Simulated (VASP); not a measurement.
Fe:

```
CELL_PARAMETERS angstrom
-1.21572 1.21572 1.76644
1.21572 -1.21572 1.76644
1.21572 1.21572 -1.76644
ATOMIC_POSITIONS crystal
Fe 0.00000 0.00000 0.00000
```

This cell differs from its parent crystal: volume 10.443 Å^3 an atom, c/a of the conventional cell 1.4530.

Base run:

| Item | Value |
| --- | --- |
| Program | VASP 6.6.1 |
| Functional | PBE |
| Potentials or basis | VASP PAW PBE potentials, release 64 (Fe) |
| Cutoff | 520 eV |
| k mesh | 12 × 12 × 12 |
| Occupations | gaussian, width 0.15 eV |
| Spin | collinear spin, ferromagnetic start |
| Starting moments | [2.44] μB |

Its results: pressure 2.8 GPa; net moment 1.03 μB per cell; site moments Fe +1.02 μB.

Question: The run is repeated on the same cell with these changes: potentials or basis from VASP PAW PBE potentials, release 64 (Fe) to VASP PAW PBE potentials, release 64 (Fe_sv); cutoff from 520 eV to 600 eV; further incar settings from ALGO = Normal; EDIFF = 1e-06; NBANDS = 14 to ALGO = Normal; EDIFF = 1e-06; NBANDS = 18; valence electrons from 8 to 16. What comes out?

Answer: Pressure -1.2 GPa; net moment 0.99 μB per cell; site moments Fe +0.98 μB.
